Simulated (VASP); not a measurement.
# Os (I4/mmm) in VASP: a series of runs

Os is run at these levels: PBE; tasks: single point.

Program: VASP 6.6.1. These are calculated values, not measurements. Logs are shortened: lines on timing, memory, paths and dates and some standing lists are left out, and cuts for length are marked.

**1. The cell of the first run**

The structure is tetragonal, space group I4/mmm (No. 139). The conventional cell has a = 2.668 Å, b = 2.668 Å, c = 3.890 Å, α = 90.00°, β = 90.00°, γ = 90.00°. Os (site symmetry 4/mmm) has 12 Os at 2.67 to 2.71 Å within 3.5 Å.

**2. Single point, PBE (equal xx and yy strain of -3 %)**

Contents of INCAR:

```
SYSTEM = Os
ALGO = Normal ; EDIFF = 1E-7
ENCUT = 520 ; GGA = PE
ISIF = 2 ; ISMEAR = -1
LASPH = .True. ; LCHARG = .True.
LELF = .True. ; LREAL = .False.
LVHAR = .True. ; LWAVE = .False.
NBANDS = 10 ; NELM = 100
PREC = Accurate ; SIGMA = 0.05
```

Contents of KPOINTS:

```
k-points
0
Gamma
  14 14 14
  0 0 0
```

Contents of POSCAR:

```
Os
1.0
    0.0000000000      1.8866500000      1.9450000000
    1.8866500000      0.0000000000      1.9450000000
    1.8866500000      1.8866500000      0.0000000000
Os
1
Direct
    0.0000000000      0.0000000000      0.0000000000
```

Potentials or basis: VASP PAW PBE potentials, release 64 (Os).

The run is started by

```sh
> cat potpaw_PBE.64/Os/POTCAR > POTCAR
> mpirun -np 1 vasp_std > vasp.out
```

OUTCAR:

```text
SYSTEM = Os
   EDIFF = 1E-7
   ENCUT = 520
   GGA = PE
   ISIF = 2
   ISMEAR = -1
   LASPH = .True.
   LREAL = .False.
   NELM = 100
   PREC = Accurate

 ion  position               nearest neighbor table
   1  0.000  0.000  0.000-

  LATTYP: Found a body centered tetragonal cell.
 ALAT       =     2.6681260175
 C/A-ratio  =     1.4579521262

  Lattice vectors:

 A1 = (  -1.8866500000,   0.0000000000,   1.9450000000)
 A2 = (   1.8866500000,   0.0000000000,   1.9450000000)
 A3 = (   0.0000000000,   1.8866500000,  -1.9450000000)

Analysis of symmetry for initial positions (statically):
=====================================================================
 Subroutine PRICEL returns:
 Original cell was already a primitive cell.

 Routine SETGRP: Setting up the symmetry group for a
 body centered tetragonal supercell.

 Subroutine GETGRP returns: Found 16 space group operations
 (whereof 16 operations were pure point group operations)
 out of a pool of 16 trial point group operations.

The static configuration has the point symmetry D_4h.

Analysis of symmetry for dynamics (positions and initial velocities):
=====================================================================
 Subroutine PRICEL returns:
 Original cell was already a primitive cell.

 Routine SETGRP: Setting up the symmetry group for a
 body centered tetragonal supercell.

 Subroutine GETGRP returns: Found 16 space group operations
 (whereof 16 operations were pure point group operations)
 out of a pool of 16 trial point group operations.

The dynamic configuration has the point symmetry D_4h.

 Subroutine INISYM returns: Found 16 space group operations
 (whereof 16 operations are pure point group operations),
 and found     1 'primitive' translations

----------------------------------------------------------------------------------------

                                     Primitive cell

  volume of cell :      13.8463

  direct lattice vectors                    reciprocal lattice vectors
     0.000000000  1.886650000  1.945000000    -0.265020009  0.265020009  0.257069409
     1.886650000  0.000000000  1.945000000     0.265020009 -0.265020009  0.257069409
     1.886650000  1.886650000  0.000000000     0.265020009  0.265020009 -0.257069409

  length of vectors
     2.709699840  2.709699840  2.668126017     0.454484204  0.454484204  0.454484204

  position of ions in fractional coordinates (direct lattice)
     0.000000000  0.000000000  0.000000000

  ion indices of the primitive-cell ions
   primitive index   ion index
                 1           1

----------------------------------------------------------------------------------------

 KPOINTS: k-points

Automatic generation of k-mesh.
 Grid dimensions read from file:
 generate k-points for:   14   14   14

 Generating k-lattice:

  Cartesian coordinates                     Fractional coordinates (reciprocal lattice)
    -0.018930001  0.018930001  0.018362101     0.071428571 -0.000000000  0.000000000
     0.018930001 -0.018930001  0.018362101    -0.000000000  0.071428571  0.000000000
     0.018930001  0.018930001 -0.018362101     0.000000000  0.000000000  0.071428571

  Length of vectors
     0.032463157  0.032463157  0.032463157

  Shift w.r.t. Gamma in fractional coordinates (k-lattice)
     0.000000000  0.000000000  0.000000000

 Subroutine IBZKPT returns following result:
 ===========================================

 Found    244 irreducible k-points:

 Following reciprocal coordinates:
            Coordinates               Weight
  0.000000  0.000000  0.000000      1.000000
  0.071429  0.000000  0.000000      8.000000
  0.142857  0.000000  0.000000      8.000000
  0.214286  0.000000  0.000000      8.000000
  0.285714  0.000000  0.000000      8.000000
  0.357143  0.000000  0.000000      8.000000
[... 16 lines left out ...]
  0.214286  0.142857  0.000000      8.000000
  0.285714  0.142857  0.000000      8.000000
 [... further k-points ...]
   k-points           NKPTS =    244   k-points in BZ     NKDIM =    244   number of bands    NBANDS=     10
   number of dos      NEDOS =    301   number of ions     NIONS =      1
   total plane-waves  NPLWV =   8000
   dimension x,y,z NGX =    20 NGY =   20 NGZ =   20
   dimension x,y,z NGXF=    40 NGYF=   40 NGZF=   40
   ions per type =               1
   NGX,Y,Z   is equivalent  to a cutoff of  12.27, 12.27, 12.46 a.u.
   NGXF,Y,Z  is equivalent  to a cutoff of  24.54, 24.54, 24.92 a.u.
 SYSTEM =  Os
   PREC   = accura    normal or accurate (medium, high low for compatibility)
   ISTART =      0    job   : 0-new  1-cont  2-samecut
   ICHARG =      2    charge: 1-file 2-atom 10-const
   ISPIN  =      1    spin polarized calculation?
   LNONCOLLINEAR =      F non collinear calculations
   LSORBIT =      F    spin-orbit coupling
   LASPH  =      T    aspherical Exc in radial PAW
   ENCUT  =  520.0 eV  38.22 Ry    6.18 a.u.   5.04  5.04  4.96*2*pi/ulx,y,z
   NELM   =    100;   NELMIN=  2; NELMDL= -5     # of ELM steps
   EDIFF  = 0.1E-06   stopping-criterion for ELM
   LREAL  =      F    real-space projection
   EDIFFG = 0.1E-05   stopping-criterion for IOM
   NSW    =      0    number of steps for IOM
   IBRION =     -1    ionic relax: 0-MD 1-quasi-New 2-CG
   NFREE  =      0    steps in history (QN), initial steepest desc. (CG)
   ISIF   =      2    stress and relaxation
   ISYM   =      2    0-nonsym 1-usesym 2-fastsym
   POTIM  = 0.5000    time-step for ionic-motion
   TEBEG  =    0.0;   TEEND  =   0.0 temperature during run
   PSTRESS=    0.0 pullay stress
   NELECT =       8.0000    total number of electrons
   NUPDOWN=      -1.0000    fix difference up-down
   EMIN   =  10.00;   EMAX   =-10.00  energy-range for DOS
   EFERMI =   0.00;   METHOD = LEGACY
   ISMEAR =    -1;   SIGMA  =   0.05  broadening in eV -4-tet -1-fermi 0-gaus
   EFERMI_NEDOS =   21; number of points for ismear=-14 and -15
   IALGO  =     38    algorithm
   IMIX   =      4    mixing-type and parameters
     AMIX     =   0.40;   BMIX     =  1.00
     AMIX_MAG =   1.60;   BMIX_MAG =  1.00
  volume/ion in A,a.u.               =      13.85        93.44
  Fermi-wavevector in a.u.,A,eV,Ry     =   1.363518  2.576675 25.295681  1.859180
  Thomas-Fermi vector in A             =   2.489914
   LORBIT       =      0    0 simple, 1 ext, 2 COOP (PROOUT), +10 PAW based schemes
   GGA     = PE    functional components
   LHFCALC =     F    Hartree Fock is set to
   AEXX    =    0.0000 exact exchange contribution
   IVDW    =     0    specifies the selected vdW correction
   LEPSILON=     F    determine dielectric tensor
   LRPA    =     F    only Hartree local field effects (RPA)
 non-spin polarized calculation
  energy-cutoff  :      520.00
  volume of cell :       13.85
 maximum number of plane-waves:       386
   NGX =  9   NGY =  9   NGZ =  9

 number of electron       7.9999999 magnetization

 Free energy of the ion-electron system (eV)
  ---------------------------------------------------
  ext. energy  EPLUGINS =         0.00000000
  ---------------------------------------------------
  free energy    TOTEN  =       -11.07637671 eV

  energy without entropy =      -11.06707122  energy(sigma->0) =      -11.07172397

 E-fermi :   9.4616     XC(G=0): -14.1162

 val. band max:        9.4494250779   @ k =   0.4286   0.0000   0.2857
 cond. band min:       9.4678475955   @ k =   0.3571   0.2857   0.0714
 fundamental gap:      0.0184225175
 Fermi energy:         9.4616144251

 k-point     1 :       0.0000    0.0000    0.0000
  band No.  band energies     occupation
      1      -1.4140      2.00000
      2       6.1596      2.00000
      3       6.6137      2.00000
      4       6.6137      2.00000
      5       9.2470      1.97303
      6       9.8495      0.00086
      7      23.7683      0.00000
      8      28.9359      0.00000
      9      29.9933      0.00000
     10      29.9933      0.00000

 k-point     2 :       0.0714    0.0000    0.0000
  band No.  band energies     occupation
      1      -1.1725      2.00000
      2       6.1632      2.00000
      3       6.5708      2.00000
      4       6.7238      2.00000
      5       9.1830      1.99243
      6       9.7552      0.00562
      7      24.2190      0.00000
      8      28.3875      0.00000
      9      29.7922      0.00000
     10      30.4320      0.00000

 k-point     3 :       0.1429    0.0000    0.0000
  band No.  band energies     occupation
      1      -0.4950      2.00000
      2       5.9493      2.00000
      3       6.6874      2.00000
      4       6.9875      2.00000
      5       9.1086      1.99828
      6       9.5760      0.18432
      7      25.3133      0.00000
      8      26.6794      0.00000
      9      30.8975      0.00000
     10      31.6844      0.00000

 k-point     4 :       0.2143    0.0000    0.0000
  band No.  band energies     occupation
      1       0.4458      2.00000
      2       5.7348      2.00000
      3       6.7745      2.00000
      4       7.1754      2.00000
      5       9.3412      1.83484
      6       9.6147      0.08941
      7      24.5491      0.00000
      8      26.9970      0.00000
      9      32.7351      0.00000
     10      33.5711      0.00000

 k-point     5 :       0.2857    0.0000    0.0000
  band No.  band energies     occupation
      1       1.2811      2.00000
      2       6.0215      2.00000
      3       6.6116      2.00000
      4       7.0732      2.00000
      5      10.0493      0.00002
      6      10.1226      0.00000
      7      22.9253      0.00000
      8      26.8334      0.00000
      9      34.3274      0.00000
     10      34.8491      0.00000

 k-point     6 :       0.3571    0.0000    0.0000
  band No.  band energies     occupation
      1       1.6608      2.00000
      2       6.3423      2.00000
      3       6.8165      2.00000
      4       7.1110      2.00000
      5      10.9093      0.00000
      6      10.9955      0.00000
      7      21.2656      0.00000
      8      25.0507      0.00000
      9      32.4064      0.00000
     10      32.6596      0.00000
[... 183 lines left out ...]
 k-point    21 :      -0.0714    0.0714    0.0000
  band No.  band energies     occupation
      1      -0.7716      2.00000
      2       6.1567      2.00000
      3       6.5166      2.00000
      4       6.8782      2.00000
      5       9.3471      1.81622
      6       9.4018      1.53595
      7      24.9415      0.00000
      8      27.6229      0.00000
      9      29.3800      0.00000
     10      31.5467      0.00000

 k-point    22 :       0.1429    0.1429    0.0000
  band No.  band energies     occupation
      1      -0.2286      2.00000
      2       5.2779      2.00000
      3       7.3734      2.00000
      4       7.3734      2.00000
      5       8.1048      2.00000
      6      10.2091      0.00000
      7      25.9519      0.00000
      8      27.9537      0.00000
      9      30.3478      0.00000
     10      30.3478      0.00000

 k-point    23 :       0.2143    0.1429    0.0000
  band No.  band energies     occupation
      1       0.4943      2.00000
      2       4.9372      2.00000
      3       7.2390      2.00000
      4       7.7405      2.00000
      5       8.2500      2.00000
      6      10.3855      0.00000
      7      26.9169      0.00000
      8      27.2948      0.00000
      9      30.5788      0.00000
     10      30.9915      0.00000

 k-point    24 :       0.2857    0.1429    0.0000
  band No.  band energies     occupation
      1       1.4110      2.00000
      2       4.7908      2.00000
      3       6.6096      2.00000
      4       7.9090      2.00000
      5       9.2210      1.98386
      6      10.7465      0.00000
      7      25.2846      0.00000
      8      28.1317      0.00000
      9      30.8302      0.00000
     10      31.1098      0.00000

 [... further k-points ...]

------------------------ aborting loop because EDIFF is reached ----------------------------------------

  FORCE on cell =-STRESS in cart. coord.  units (eV):
  Direction    XX          YY          ZZ          XY          YZ          ZX
  --------------------------------------------------------------------------------------
  -------------------------------------------------------------------------------------
  Total        1.6218017      1.6218017      0.7282794      0.0000000      0.0000000      0.0000000
  in kB      187.6618738    187.6618738     84.2706428      0.0000000      0.0000000      0.0000000
  external PRESSURE =     153.1981302 kB  Pullay stress =       0.0000000 kB

 VOLUME and BASIS-vectors are now :
 -----------------------------------------------------------------------------
  energy-cutoff  :      520.00
  volume of cell :       13.85
      direct lattice vectors                 reciprocal lattice vectors
     0.000000000  1.886650000  1.945000000    -0.265020009  0.265020009  0.257069409
     1.886650000  0.000000000  1.945000000     0.265020009 -0.265020009  0.257069409
     1.886650000  1.886650000  0.000000000     0.265020009  0.265020009 -0.257069409

 POSITION                                       TOTAL-FORCE (eV/Angst)
 -----------------------------------------------------------------------------------
      0.00000      0.00000      0.00000         0.000000     -0.000000      0.000000
 -----------------------------------------------------------------------------------
    total drift:                                0.000000      0.000000     -0.000000

  FREE ENERGIE OF THE ION-ELECTRON SYSTEM (eV)
  ---------------------------------------------------
  free  energy   TOTEN  =       -11.0763767149 eV

  energy  without entropy=      -11.0670712189  energy(sigma->0) =      -11.07172397
```

It took 34 s on 1 thread of Intel Xeon 8259CL, shared host; peak memory 0.15 GiB.

Results:

| Property | Result |
| --- | --- |
| Free energy | -11.0764 eV |
| Pressure | 15.3 GPa |
| Band gap on the k mesh | zero (bands 4 and 5 overlap by 4.02 eV) |

Caveat: the cell differs from its parent crystal (equal xx and yy strain of -3 %); the cell stands under pressure; spin-orbit coupling is left out, which moves the levels of the heavy elements.

**3. Single point, PBE (zz strain of -3 %)**

Contents of INCAR:

```
  PREC = Accurate
  ENCUT = 520
  EDIFF = 1E-6
  ISMEAR = -1
  SIGMA = 0.05
  LREAL = F
  LASPH = T
  NELM = 60
  ALGO = Normal
  ISIF = 2
  LWAVE = F
  LCHARG = F
  GGA = PE
  NBANDS = 10
```

Contents of KPOINTS:

```
Automatic mesh
0
Gamma
  14 14 14
```

Contents of POSCAR:

```
Os
1.0
    0.0000000000      1.9450000000      1.8866500000
    1.9450000000      0.0000000000      1.8866500000
    1.9450000000      1.9450000000      0.0000000000
Os
1
Direct
    0.0000000000      0.0000000000      0.0000000000
```

Potentials or basis: VASP PAW PBE potentials, release 64 (Os).

The run is started by

```sh
> cat potpaw_PBE.64/Os/POTCAR > POTCAR
> mpirun -np 1 vasp_std > vasp.out
```

Wall time 40 s (1 thread of Intel Xeon 8259CL, shared host); peak memory 0.16 GiB.

The run converged. Its results:

```
Free energy            : -11.0994 eV
Pressure               : 1.9 GPa
Band gap on the k mesh : zero (bands 4 and 5 overlap by 4.19 eV)
```

Stress tensor (GPa, compression positive):
```
-1.14  0.00  0.00
 0.00 -1.14  0.00
 0.00  0.00  8.07
```

Levels at points of the mesh, in eV from the Fermi level:
| k point | band 1 | band 2 | band 3 | band 4 | band 5 | band 6 | band 7 | band 8 |
| --- | --- | --- | --- | --- | --- | --- | --- | --- |
| (0.00, 0.00, 0.00) | -10.61 | -3.01 | -3.01 | -2.59 | -0.20 | 0.34 | 14.32 | 19.66 |
| (0.50, 0.00, 0.00) | -7.48 | -3.25 | -2.80 | -0.17 | 2.29 | 2.56 | 8.82 | 13.82 |
| (0.50, 0.50, 0.00) | -7.34 | -6.69 | 2.37 | 2.80 | 3.11 | 3.11 | 11.84 | 11.84 |
| (0.50, 0.00, 0.50) | -7.37 | -6.63 | 2.14 | 2.37 | 2.87 | 3.29 | 11.76 | 12.18 |

Caveat: the cell differs from its parent crystal (zz strain of -3 %); spin-orbit coupling is left out, which moves the levels of the heavy elements.

**4. Single point, PBE (zz strain of -2 %)**

Contents of INCAR:

```
SYSTEM = Os
PREC = Accurate
ENCUT = 520
EDIFF = 1E-6
ISMEAR = -1
SIGMA = 0.05
LREAL = .False.
LASPH = .True.
NELM = 80
ALGO = Normal
ISIF = 2
LWAVE = .False.
LCHARG = .False.
GGA = PE
NBANDS = 10
```

Contents of KPOINTS:

```
regular mesh
0
Gamma
  14 14 14
  0 0 0
```

Contents of POSCAR:

```
Os
1.0
    0.0000000000      1.9450000000      1.9061000000
    1.9450000000      0.0000000000      1.9061000000
    1.9450000000      1.9450000000      0.0000000000
Os
1
Direct
    0.0000000000      0.0000000000      0.0000000000
```

The run is started by

```sh
> cat potpaw_PBE.64/Os/POTCAR > POTCAR
> mpirun -np 1 vasp_std > vasp.out
```

Run time: 42 s. Hardware: 1 thread of Intel Xeon 8259CL, shared host; peak memory 0.15 GiB.

It converged, with:

| Property | Result |
| --- | --- |
| Free energy | -11.1039 eV |
| Pressure | -2.2 GPa |
| Band gap on the k mesh | zero (bands 4 and 5 overlap by 3.95 eV) |

Stress tensor (GPa, compression positive):
```
-4.15  0.00  0.00
 0.00 -4.15  0.00
 0.00  0.00  1.65
```

Levels at points of the mesh, in eV from the Fermi level:
```tsv
k point	band 2	band 3	band 4	band 5	band 6	band 7
(0.00, 0.00, 0.00)	-2.92	-2.92	-2.64	-0.10	0.25	14.32
(0.50, 0.00, 0.00)	-3.13	-2.83	-0.17	2.30	2.47	8.68
(0.50, 0.50, 0.00)	-6.57	2.33	2.62	3.05	3.05	11.89
(0.50, 0.00, 0.50)	-6.54	2.19	2.34	2.89	3.17	11.68
```

Caveat: the cell differs from its parent crystal (zz strain of -2 %); spin-orbit coupling is left out, which moves the levels of the heavy elements.

(Continued in part 2 of 2.)
